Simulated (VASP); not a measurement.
Here is a VASP 6.6.1 calculation.

File INCAR:

```
SYSTEM = Re
PREC = Accurate
ENCUT = 520
EDIFF = 1E-7
ISMEAR = 0
SIGMA = 0.1
LREAL = .False.
LASPH = .True.
NELM = 80
ALGO = Fast
ISIF = 2
LWAVE = .False.
LCHARG = .False.
GGA = PE
NBANDS = 14
```

The input KPOINTS:

```
regular mesh
0
Gamma
  18 18 10
  0 0 0
```

POSCAR

```
Re
1.0
    2.7748870724      0.0000000000      0.0000000000
   -1.3874435362      2.4031226973      0.0000000000
    0.0000000000      0.0000000000      4.4841279643
Re
2
Direct
    0.3333333333      0.6666666667      0.2500000000
    0.6666666667      0.3333333333      0.7500000000
```

Potentials or basis: VASP PAW PBE potentials, release 64 (Re).

Command:

```sh
$ cat potpaw_PBE.64/Re/POTCAR > POTCAR
$ mpirun -np 1 vasp_std > vasp.out
```

(1) What does it give for the band gap on the k mesh?

(2) Estimate the pressure.

Results:

(1) zero (bands 7 and 8 overlap by 3.08 eV).

(2) -0.5 GPa.

Caveat: spin-orbit coupling is left out, which moves the levels of the heavy elements.
